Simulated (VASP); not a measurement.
# Ti3HN3 in VASP: further runs, part 2 of 2

VASP 6.6.1.

## Step 4: Single point, PBE

Input file INCAR:

```
  ALGO = Normal
  DIPOL = 0.5 0.5 0.358
  EDIFF = 1E-6
  ENCUT = 520
  GGA = PE
  IDIPOL = 3
  ISIF = 2
  ISMEAR = 0
  LASPH = T
  LCHARG = F
  LDIPOL = T
  LREAL = F
  LWAVE = F
  NBANDS = 35
  NELM = 100
  PREC = Accurate
  SIGMA = 0.1
```

Input file KPOINTS:

```
k-points
0
Gamma
  9 9 1
```

Input file POSCAR:

```
Ti3HN3
1.0
    3.0028555063      0.0000000000      0.0000000000
   -1.5014277532      2.6005491524      0.0000000000
    0.0000000000      0.0000000000     21.5541471692
N Ti H
3 3 1
Direct
    0.3333333333      0.6666666666      0.1855791356
    0.0000000000      0.0000000000      0.2993308528
    0.6666666667      0.3333333333      0.4147299344
    0.6666666667      0.3333333333      0.2424549943
    0.3333333333      0.6666666666      0.3575097830
    0.0000000000      0.0000000000      0.4664599852
    0.3333333333      0.1666666666      0.5368842703
```

Potentials or basis: VASP PAW PBE potentials, release 64 (N, Ti_sv, H).

The run is started by

```console
cat potpaw_PBE.64/N/POTCAR potpaw_PBE.64/Ti_sv/POTCAR potpaw_PBE.64/H/POTCAR > POTCAR
mpirun -np 1 vasp_std > vasp.out
```

OUTCAR:

```text
EDIFF = 1E-6
   ENCUT = 520
   GGA = PE
   ISIF = 2
   ISMEAR = 0
   LASPH = T
   LREAL = F
   NELM = 100
   PREC = Accurate

 ion  position               nearest neighbor table
   1  0.333  0.667  0.186-   4 2.12   4 2.12   4 2.12
   2  0.000  0.000  0.299-   4 2.12   4 2.12   4 2.12   5 2.14   5 2.14   5 2.14
   3  0.667  0.333  0.415-   6 2.06   6 2.06   6 2.06   5 2.13   5 2.13   5 2.13
   4  0.667  0.333  0.242-   2 2.12   2 2.12   2 2.12   1 2.12   1 2.12   1 2.12
   5  0.333  0.667  0.358-   3 2.13   3 2.13   3 2.13   2 2.14   2 2.14   2 2.14   6 2.92   6 2.92
                             6 2.92
   6  0.000  0.000  0.466-   7 1.75   3 2.06   3 2.06   3 2.06   5 2.92   5 2.92   5 2.92
   7  0.333  0.167  0.537-   6 1.75

  LATTYP: Found a hexagonal cell.
 ALAT       =     3.0028555063
 C/A-ratio  =     7.1778835592

  Lattice vectors:

 A1 = (   3.0028555063,   0.0000000000,   0.0000000000)
 A2 = (  -1.5014277532,   2.6005491524,   0.0000000000)
 A3 = (   0.0000000000,   0.0000000000,  21.5541471692)

Analysis of symmetry for initial positions (statically):
=====================================================================
 Subroutine PRICEL returns:
 Original cell was already a primitive cell.

 Routine SETGRP: Setting up the symmetry group for a
 hexagonal supercell.

 Subroutine GETGRP returns: Found  2 space group operations
 (whereof  2 operations were pure point group operations)
 out of a pool of 24 trial point group operations.

The static configuration has the point symmetry C_1h.

Analysis of symmetry for dynamics (positions and initial velocities):
=====================================================================
 Subroutine PRICEL returns:
 Original cell was already a primitive cell.

 Routine SETGRP: Setting up the symmetry group for a
 hexagonal supercell.

 Subroutine GETGRP returns: Found  2 space group operations
 (whereof  2 operations were pure point group operations)
 out of a pool of 24 trial point group operations.

The dynamic configuration has the point symmetry C_1h.

 Subroutine INISYM returns: Found  2 space group operations
 (whereof  2 operations are pure point group operations),
 and found     1 'primitive' translations

----------------------------------------------------------------------------------------

                                     Primitive cell

  volume of cell :     168.3179

  direct lattice vectors                    reciprocal lattice vectors
     3.002855506  0.000000000  0.000000000     0.333016357  0.192267083  0.000000000
    -1.501427753  2.600549152  0.000000000     0.000000000  0.384534166  0.000000000
     0.000000000  0.000000000 21.554147169     0.000000000  0.000000000  0.046394784

  length of vectors
     3.002855506  3.002855506 21.554147169     0.384534166  0.384534166  0.046394784

  position of ions in fractional coordinates (direct lattice)
     0.333333333  0.666666667  0.185579136
     0.000000000  0.000000000  0.299330853
[... 48 lines left out ...]
  0.000000  0.222222  0.000000      4.000000
  0.333333 -0.000000  0.000000      2.000000
[... 16 lines left out ...]
 -0.222222 -0.444444  0.000000      4.000000
  0.444444  0.333333  0.000000      4.000000
   k-points           NKPTS =     25   k-points in BZ     NKDIM =     25   number of bands    NBANDS=     35
   number of dos      NEDOS =    301   number of ions     NIONS =      7
   total plane-waves  NPLWV =  92160
   dimension x,y,z NGX =    24 NGY =   24 NGZ =  160
   dimension x,y,z NGXF=    48 NGYF=   48 NGZF=  320
   ions per type =               3   3   1
   NGX,Y,Z   is equivalent  to a cutoff of  13.29, 13.29, 12.34 a.u.
   NGXF,Y,Z  is equivalent  to a cutoff of  26.57, 26.57, 24.68 a.u.
 SYSTEM =  unknown system
   PREC   = accura    normal or accurate (medium, high low for compatibility)
   ISTART =      0    job   : 0-new  1-cont  2-samecut
   ICHARG =      2    charge: 1-file 2-atom 10-const
   ISPIN  =      1    spin polarized calculation?
   LNONCOLLINEAR =      F non collinear calculations
   LSORBIT =      F    spin-orbit coupling
   LASPH  =      T    aspherical Exc in radial PAW
   ENCUT  =  520.0 eV  38.22 Ry    6.18 a.u.   5.58  5.58 40.08*2*pi/ulx,y,z
   NELM   =    100;   NELMIN=  2; NELMDL= -5     # of ELM steps
   EDIFF  = 0.1E-05   stopping-criterion for ELM
   LREAL  =      F    real-space projection
   EDIFFG = 0.1E-04   stopping-criterion for IOM
   NSW    =      0    number of steps for IOM
   IBRION =     -1    ionic relax: 0-MD 1-quasi-New 2-CG
   NFREE  =      0    steps in history (QN), initial steepest desc. (CG)
   ISIF   =      2    stress and relaxation
   ISYM   =      2    0-nonsym 1-usesym 2-fastsym
   POTIM  = 0.5000    time-step for ionic-motion
   TEBEG  =    0.0;   TEEND  =   0.0 temperature during run
   PSTRESS=    0.0 pullay stress
   NELECT =      52.0000    total number of electrons
   NUPDOWN=      -1.0000    fix difference up-down
   EMIN   =  10.00;   EMAX   =-10.00  energy-range for DOS
   EFERMI =   0.00;   METHOD = LEGACY
   ISMEAR =     0;   SIGMA  =   0.10  broadening in eV -4-tet -1-fermi 0-gaus
   EFERMI_NEDOS =   21; number of points for ismear=-14 and -15
   IALGO  =     38    algorithm
   IMIX   =      4    mixing-type and parameters
     AMIX     =   0.40;   BMIX     =  1.00
     AMIX_MAG =   1.60;   BMIX_MAG =  1.00
  volume/ion in A,a.u.               =      24.05       162.27
  Fermi-wavevector in a.u.,A,eV,Ry     =   1.106707  2.091372 16.664409  1.224799
  Thomas-Fermi vector in A             =   2.243211
   LORBIT       =      0    0 simple, 1 ext, 2 COOP (PROOUT), +10 PAW based schemes
   GGA     = PE    functional components
   LHFCALC =     F    Hartree Fock is set to
   AEXX    =    0.0000 exact exchange contribution
   IVDW    =     0    specifies the selected vdW correction
   LEPSILON=     F    determine dielectric tensor
   LRPA    =     F    only Hartree local field effects (RPA)
 non-spin polarized calculation
 Gauss-broadening in eV      SIGMA  =   0.10
  energy-cutoff  :      520.00
  volume of cell :      168.32
 maximum number of plane-waves:      4581
   NGX = 11   NGY = 11   NGZ = 81

 dipolmoment           0.000000      0.000000      0.008549 electrons x Angstroem

 number of electron      52.0000013 magnetization

 dipolmoment           0.000000      0.000000     -0.115949 electrons x Angstroem

 Free energy of the ion-electron system (eV)
  ---------------------------------------------------
  ext. energy  EPLUGINS =         0.00000000
  ---------------------------------------------------
  free energy    TOTEN  =       -57.94829352 eV

  energy without entropy =      -57.93566277  energy(sigma->0) =      -57.94197814

 E-fermi :  -0.7073     XC(G=0):  -5.5596

 val. band max:       -0.7300846644   @ k =  -0.3333   0.2222   0.0000
 cond. band min:      -0.6867895027   @ k =   0.1111  -0.0000   0.0000
 fundamental gap:      0.0432951617
 Fermi energy:        -0.7073397660

 k-point     1 :       0.0000    0.0000    0.0000
  band No.  band energies     occupation
      1     -58.3057      2.00000
      2     -58.0026      2.00000
      3     -57.2449      2.00000
      4     -34.7663      2.00000
      5     -34.3707      2.00000
      6     -34.3570      2.00000
[... 901 lines left out ...]
     34       2.7543      0.00000
     35       2.8310      0.00000

 [... further k-points ...]

------------------------ aborting loop because EDIFF is reached ----------------------------------------

 vacuum level on the upper side and lower side of the slab       (xc-potential included)        -1.535         1.086

  FORCE on cell =-STRESS in cart. coord.  units (eV):
  Direction    XX          YY          ZZ          XY          YZ          ZX
  --------------------------------------------------------------------------------------
  -------------------------------------------------------------------------------------
  Total       -1.7065189     -1.1909058     -3.2630022     -0.4465341      0.9811462      1.6993960
  in kB      -16.2439391    -11.3359424    -31.0597251     -4.2504498      9.3392925     16.1761373
  external PRESSURE =     -19.5465355 kB  Pullay stress =       0.0000000 kB

 VOLUME and BASIS-vectors are now :
 -----------------------------------------------------------------------------
  energy-cutoff  :      520.00
  volume of cell :      168.32
      direct lattice vectors                 reciprocal lattice vectors
     3.002855506  0.000000000  0.000000000     0.333016357  0.192267083  0.000000000
    -1.501427753  2.600549152  0.000000000     0.000000000  0.384534166  0.000000000
     0.000000000  0.000000000 21.554147169     0.000000000  0.000000000  0.046394784

 POSITION                                       TOTAL-FORCE (eV/Angst)
 -----------------------------------------------------------------------------------
     -0.00000      1.73370      4.00000        -0.001027     -0.000593      4.231117
      0.00000      0.00000      6.45182        -0.006019     -0.003475      1.307721
      1.50143      0.86685      8.93915        -0.096128     -0.055500     -0.071027
      1.50143      0.86685      5.22591        -0.006525     -0.003767     -5.488170
     -0.00000      1.73370      7.70582         0.006194      0.003576     -0.239206
      0.00000      0.00000     10.05415        -0.915862     -0.528773      0.273393
      0.75071      0.43342     11.57208         1.019367      0.588532     -0.013829
 -----------------------------------------------------------------------------------
    total drift:                               -0.000045     -0.000025     -0.000224

  FREE ENERGIE OF THE ION-ELECTRON SYSTEM (eV)
  ---------------------------------------------------
  free  energy   TOTEN  =       -57.9482935195 eV

  energy  without entropy=      -57.9356627689  energy(sigma->0) =      -57.94197814

 vacuum level on the upper side and lower side of the slab         4.668         7.356
```

Run time: 2.4 min. Hardware: 1 thread of Intel Xeon 6975P-C (Granite Rapids), shared host; peak memory 0.35 GiB.

What came out:

```yaml
Free_energy: -57.9483 eV
Largest_force: 5.488 eV/Å
Band_gap_on_the_k_mesh: zero (band 26 reaches -0.45 eV, above the bottom of band 27 at -0.73 eV)
```

Forces in eV/Å, atoms in the order of the input:
```
N   -0.001 -0.001  4.231
N   -0.006 -0.003  1.308
N   -0.096 -0.056 -0.071
Ti  -0.007 -0.004 -5.488
Ti   0.006  0.004 -0.239
Ti  -0.916 -0.529  0.273
H    1.019  0.589 -0.014
```
